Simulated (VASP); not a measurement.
# InP (F-43m) in VASP: further runs

The runs below take InP through single point, relaxation of cell and atoms, with LDA.

All numbers are computed with VASP 6.6.1; they aren't measurements. Logs are shortened: lines on timing, memory, paths and dates and some standing lists are left out, and cuts for length are marked.

### 1 The cell of the first run

It takes space group F-43m (No. 216, cubic). Conventional cell: a = 5.826 Å, b = 5.826 Å, c = 5.826 Å, α = 90.00°, β = 90.00°, γ = 90.00°. In (site symmetry -43m) has 4 P at 2.52 Å within 3.3 Å. P (site symmetry -43m) has 4 In at 2.52 Å within 3.3 Å.

### 2 Single point, LDA

File INCAR:

```
  ALGO = Normal
  EDIFF = 1E-6
  ENCUT = 520
  ISIF = 2
  ISMEAR = -1
  LASPH = True
  LCHARG = True
  LELF = True
  LREAL = False
  LVHAR = True
  LWAVE = False
  NBANDS = 16
  NELM = 100
  PREC = Accurate
  SIGMA = 0.02
```

File KPOINTS:

```
k-points
0
Gamma
  6 6 6
```

File POSCAR:

```
InP
1.0
    0.0000000000      2.9132403609      2.9132403609
    2.9132403609      0.0000000000      2.9132403609
    2.9132403609      2.9132403609      0.0000000000
In P
1 1
Direct
    0.0000000000      0.0000000000      0.0000000000
    0.2500000000      0.2500000000      0.2500000000
```

Potentials or basis: VASP PAW LDA potentials, release 64 (In_d, P).

Started as:

```sh
cat potpaw_LDA.64/In_d/POTCAR potpaw_LDA.64/P/POTCAR > POTCAR
mpirun -np 1 vasp_std > vasp.out
```

OUTCAR:

```text
EDIFF = 1E-6
   ENCUT = 520
   ISIF = 2
   ISMEAR = -1
   LASPH = True
   LREAL = False
   NELM = 100
   PREC = Accurate

 ion  position               nearest neighbor table
   1  0.000  0.000  0.000-   2 2.52   2 2.52   2 2.52   2 2.52
   2  0.250  0.250  0.250-   1 2.52   1 2.52   1 2.52   1 2.52

  LATTYP: Found a face centered cubic cell.
 ALAT       =     5.8264807218

  Lattice vectors:

 A1 = (   0.0000000000,   2.9132403609,   2.9132403609)
 A2 = (   2.9132403609,   0.0000000000,   2.9132403609)
 A3 = (   2.9132403609,   2.9132403609,   0.0000000000)

Analysis of symmetry for initial positions (statically):
=====================================================================
 Subroutine PRICEL returns:
 Original cell was already a primitive cell.

 Routine SETGRP: Setting up the symmetry group for a
 face centered cubic supercell.

 Subroutine GETGRP returns: Found 24 space group operations
 (whereof 24 operations were pure point group operations)
 out of a pool of 48 trial point group operations.

The static configuration has the point symmetry T_d .

Analysis of symmetry for dynamics (positions and initial velocities):
=====================================================================
 Subroutine PRICEL returns:
 Original cell was already a primitive cell.

 Routine SETGRP: Setting up the symmetry group for a
 face centered cubic supercell.

 Subroutine GETGRP returns: Found 24 space group operations
 (whereof 24 operations were pure point group operations)
 out of a pool of 48 trial point group operations.

The dynamic configuration has the point symmetry T_d .

 Subroutine INISYM returns: Found 24 space group operations
 (whereof 24 operations are pure point group operations),
 and found     1 'primitive' translations

----------------------------------------------------------------------------------------

                                     Primitive cell

  volume of cell :      49.4492

  direct lattice vectors                    reciprocal lattice vectors
     0.000000000  2.913240361  2.913240361    -0.171630191  0.171630191  0.171630191
     2.913240361  0.000000000  2.913240361     0.171630191 -0.171630191  0.171630191
     2.913240361  2.913240361  0.000000000     0.171630191  0.171630191 -0.171630191

  length of vectors
     4.119944029  4.119944029  4.119944029     0.297272211  0.297272211  0.297272211

  position of ions in fractional coordinates (direct lattice)
     0.000000000  0.000000000  0.000000000
     0.250000000  0.250000000  0.250000000

  ion indices of the primitive-cell ions
   primitive index   ion index
                 1           1
                 2           2

----------------------------------------------------------------------------------------

 KPOINTS: k-points

Automatic generation of k-mesh.
 Grid dimensions read from file:
 generate k-points for:    6    6    6

 Generating k-lattice:

  Cartesian coordinates                     Fractional coordinates (reciprocal lattice)
    -0.028605032  0.028605032  0.028605032     0.166666667  0.000000000  0.000000000
     0.028605032 -0.028605032  0.028605032     0.000000000  0.166666667  0.000000000
     0.028605032  0.028605032 -0.028605032     0.000000000  0.000000000  0.166666667

  Length of vectors
     0.049545369  0.049545369  0.049545369

  Shift w.r.t. Gamma in fractional coordinates (k-lattice)
     0.000000000  0.000000000  0.000000000

 Subroutine IBZKPT returns following result:
 ===========================================

 Found     16 irreducible k-points:

 Following reciprocal coordinates:
            Coordinates               Weight
  0.000000  0.000000  0.000000      1.000000
  0.166667  0.000000  0.000000      8.000000
  0.333333  0.000000  0.000000      8.000000
  0.500000  0.000000  0.000000      4.000000
  0.166667  0.166667  0.000000      6.000000
  0.333333  0.166667  0.000000     24.000000
[... 8 lines left out ...]
 -0.333333  0.333333  0.166667     24.000000
 -0.333333  0.500000  0.166667     12.000000
   k-points           NKPTS =     16   k-points in BZ     NKDIM =     16   number of bands    NBANDS=     16
   number of dos      NEDOS =    301   number of ions     NIONS =      2
   total plane-waves  NPLWV =  32768
   dimension x,y,z NGX =    32 NGY =   32 NGZ =   32
   dimension x,y,z NGXF=    64 NGYF=   64 NGZF=   64
   ions per type =               1   1
   NGX,Y,Z   is equivalent  to a cutoff of  12.91, 12.91, 12.91 a.u.
   NGXF,Y,Z  is equivalent  to a cutoff of  25.82, 25.82, 25.82 a.u.
 SYSTEM =  unknown system
   PREC   = accura    normal or accurate (medium, high low for compatibility)
   ISTART =      0    job   : 0-new  1-cont  2-samecut
   ICHARG =      2    charge: 1-file 2-atom 10-const
   ISPIN  =      1    spin polarized calculation?
   LNONCOLLINEAR =      F non collinear calculations
   LSORBIT =      F    spin-orbit coupling
   LASPH  =      T    aspherical Exc in radial PAW
   ENCUT  =  520.0 eV  38.22 Ry    6.18 a.u.   7.66  7.66  7.66*2*pi/ulx,y,z
   NELM   =    100;   NELMIN=  2; NELMDL= -5     # of ELM steps
   EDIFF  = 0.1E-05   stopping-criterion for ELM
   LREAL  =      F    real-space projection
   EDIFFG = 0.1E-04   stopping-criterion for IOM
   NSW    =      0    number of steps for IOM
   IBRION =     -1    ionic relax: 0-MD 1-quasi-New 2-CG
   NFREE  =      0    steps in history (QN), initial steepest desc. (CG)
   ISIF   =      2    stress and relaxation
   ISYM   =      2    0-nonsym 1-usesym 2-fastsym
   POTIM  = 0.5000    time-step for ionic-motion
   TEBEG  =    0.0;   TEEND  =   0.0 temperature during run
   PSTRESS=    0.0 pullay stress
   NELECT =      18.0000    total number of electrons
   NUPDOWN=      -1.0000    fix difference up-down
   EMIN   =  10.00;   EMAX   =-10.00  energy-range for DOS
   EFERMI =   0.00;   METHOD = LEGACY
   ISMEAR =    -1;   SIGMA  =   0.02  broadening in eV -4-tet -1-fermi 0-gaus
   EFERMI_NEDOS =   21; number of points for ismear=-14 and -15
   IALGO  =     38    algorithm
   IMIX   =      4    mixing-type and parameters
     AMIX     =   0.40;   BMIX     =  1.00
     AMIX_MAG =   1.60;   BMIX_MAG =  1.00
  volume/ion in A,a.u.               =      24.72       166.85
  Fermi-wavevector in a.u.,A,eV,Ry     =   1.168905  2.208911 18.590181  1.366340
  Thomas-Fermi vector in A             =   2.305386
   LORBIT       =      0    0 simple, 1 ext, 2 COOP (PROOUT), +10 PAW based schemes
   GGA     = CA    functional components
   LHFCALC =     F    Hartree Fock is set to
   AEXX    =    0.0000 exact exchange contribution
   IVDW    =     0    specifies the selected vdW correction
   LEPSILON=     F    determine dielectric tensor
   LRPA    =     F    only Hartree local field effects (RPA)
 non-spin polarized calculation
  energy-cutoff  :      520.00
  volume of cell :       49.45
 maximum number of plane-waves:      1363
 NGX is ok and might be reduce to    32
   NGX = 15   NGY = 15   NGZ = 15

 number of electron      17.9999998 magnetization

 Free energy of the ion-electron system (eV)
  ---------------------------------------------------
  ext. energy  EPLUGINS =         0.00000000
  ---------------------------------------------------
  free energy    TOTEN  =        -9.65971308 eV

  energy without entropy =       -9.65971308  energy(sigma->0) =       -9.65971308

 E-fermi :   5.5263     XC(G=0):  -9.6857

 val. band max:        5.2138850335   @ k =   0.0000   0.0000   0.0000
 cond. band min:       5.8171930521   @ k =   0.0000   0.0000   0.0000
 fundamental gap:      0.6033080186
 Fermi energy:         5.5263479817

 k-point     1 :       0.0000    0.0000    0.0000
  band No.  band energies     occupation
      1      -9.0200      2.00000
      2      -9.0200      2.00000
      3      -9.0200      2.00000
      4      -8.8563      2.00000
      5      -8.8563      2.00000
      6      -6.4563      2.00000
[... 8 lines left out ...]
     15      14.6892      0.00000
     16      14.6892      0.00000

 k-point     2 :       0.1667    0.0000    0.0000
  band No.  band energies     occupation
      1      -9.0543      2.00000
      2      -9.0065      2.00000
      3      -9.0065      2.00000
      4      -8.8559      2.00000
      5      -8.8559      2.00000
      6      -6.1313      2.00000
[... 8 lines left out ...]
     15      13.7899      0.00000
     16      14.4997      0.00000

 k-point     3 :       0.3333    0.0000    0.0000
  band No.  band energies     occupation
      1      -9.1176      2.00000
      2      -8.9853      2.00000
      3      -8.9853      2.00000
      4      -8.8490      2.00000
      5      -8.8490      2.00000
      6      -5.2863      2.00000
[... 8 lines left out ...]
     15      14.2723      0.00000
     16      14.2723      0.00000

 k-point     4 :       0.5000    0.0000    0.0000
  band No.  band energies     occupation
      1      -9.1471      2.00000
      2      -8.9782      2.00000
      3      -8.9782      2.00000
      4      -8.8418      2.00000
      5      -8.8418      2.00000
      6      -4.6425      2.00000
[... 8 lines left out ...]
     15      15.8545      0.00000
     16      15.8545      0.00000
[... 172 lines left out ...]
 k-point    14 :       0.5000    0.3333    0.1667
  band No.  band energies     occupation
      1      -9.1599      2.00000
      2      -8.9619      2.00000
      3      -8.9415      2.00000
      4      -8.8783      2.00000
      5      -8.8367      2.00000
      6      -4.6247      2.00000
[... 8 lines left out ...]
     15      16.2838      0.00000
     16      16.9466      0.00000

 k-point    15 :      -0.3333    0.3333    0.1667
  band No.  band energies     occupation
      1      -9.1697      2.00000
      2      -8.9627      2.00000
      3      -8.9299      2.00000
      4      -8.8723      2.00000
      5      -8.8420      2.00000
      6      -4.1047      2.00000
[... 8 lines left out ...]
     15      16.2347      0.00000
     16      16.8020      0.00000

 k-point    16 :      -0.3333    0.5000    0.1667
  band No.  band energies     occupation
      1      -9.1902      2.00000
      2      -8.9427      2.00000
      3      -8.9164      2.00000
      4      -8.8879      2.00000
      5      -8.8328      2.00000
      6      -3.8841      2.00000
[... 8 lines left out ...]
     15      16.4929      0.00000
     16      17.1660      0.00000

------------------------ aborting loop because EDIFF is reached ----------------------------------------

  FORCE on cell =-STRESS in cart. coord.  units (eV):
  Direction    XX          YY          ZZ          XY          YZ          ZX
  --------------------------------------------------------------------------------------
  -------------------------------------------------------------------------------------
  Total        0.0063203      0.0063203      0.0063203      0.0000000      0.0000000      0.0000000
  in kB        0.2047813      0.2047813      0.2047813      0.0000000      0.0000000      0.0000000
  external PRESSURE =       0.2047813 kB  Pullay stress =       0.0000000 kB

 VOLUME and BASIS-vectors are now :
 -----------------------------------------------------------------------------
  energy-cutoff  :      520.00
  volume of cell :       49.45
      direct lattice vectors                 reciprocal lattice vectors
     0.000000000  2.913240361  2.913240361    -0.171630191  0.171630191  0.171630191
     2.913240361  0.000000000  2.913240361     0.171630191 -0.171630191  0.171630191
     2.913240361  2.913240361  0.000000000     0.171630191  0.171630191 -0.171630191

 POSITION                                       TOTAL-FORCE (eV/Angst)
 -----------------------------------------------------------------------------------
      0.00000      0.00000      0.00000        -0.000000     -0.000000     -0.000000
      1.45662      1.45662      1.45662         0.000000      0.000000      0.000000
 -----------------------------------------------------------------------------------
    total drift:                               -0.000000     -0.000000      0.000000

  FREE ENERGIE OF THE ION-ELECTRON SYSTEM (eV)
  ---------------------------------------------------
  free  energy   TOTEN  =        -9.6597130782 eV

  energy  without entropy=       -9.6597130753  energy(sigma->0) =       -9.65971308
```

It took 9.2 s on 1 thread of AMD EPYC 7R13 (Zen 3), shared host; peak memory 0.12 GiB.

What came out:

```yaml
Free_energy: -9.6597 eV
Pressure: 0.0 GPa
Band_gap_on_the_k_mesh: 0.60 eV, direct
```

Levels at points of the mesh, in eV from the valence-band top:
| k point | band 7 | band 8 | band 9 | band 10 | band 11 | band 12 |
| --- | --- | --- | --- | --- | --- | --- |
| (0.00, 0.00, 0.00) | 0.00 | 0.00 | 0.00 | 0.60 | 3.96 | 3.96 |
| (0.50, 0.00, 0.00) | -5.93 | -1.02 | -1.02 | 1.36 | 4.70 | 4.70 |
| (0.50, 0.50, 0.00) | -5.94 | -2.42 | -2.42 | 1.56 | 2.12 | 9.10 |

Caveat: spin-orbit coupling is left out, which moves the levels of the heavy elements.

(Continued in part 2 of 2.)
